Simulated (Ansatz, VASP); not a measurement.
**Y3B2: VASP beside Ansatz**

```xyz
5
Lattice="4.9033 0.0000 0.0000 -2.4517 4.2464 0.0000 0.0000 0.0000 5.1421" Properties=species:S:1:pos:R:3 pbc="T T T"
Y     0.0000    2.8309    2.5711
Y     2.4517    1.4155    2.5711
Y     0.0000    0.0000    0.0000
B     0.0000    2.8309    0.0000
B     2.4517    1.4155    0.0000
```

Alike in both runs: functional PBE; k mesh 12 × 12 × 8; occupations gaussian, width 0.1 eV; no spin polarisation.

Ansatz relaxed the structure, and its values are those at the end. VASP's run is a single point on that final structure, the one shown.

|  | VASP | Ansatz |
| --- | --- | --- |
| version | VASP 6.6.1 | Ansatz 0.2.0 |
| potentials or method | VASP PAW PBE potentials, release 64 (Y_sv, B), cutoff 520 eV | scalar-relativistic, plane waves, PAW |
| valence electrons in the cell | 39 | 39 |

|  | VASP | Ansatz | Ansatz less VASP |
| --- | --- | --- | --- |
| gap on the k mesh at the Fermi level (eV) | none | none | - |
| pressure (GPa) | 0.0 | 0.0 | +0.04 |

A gap of «none» marks a metal or a gap that the smearing closes.
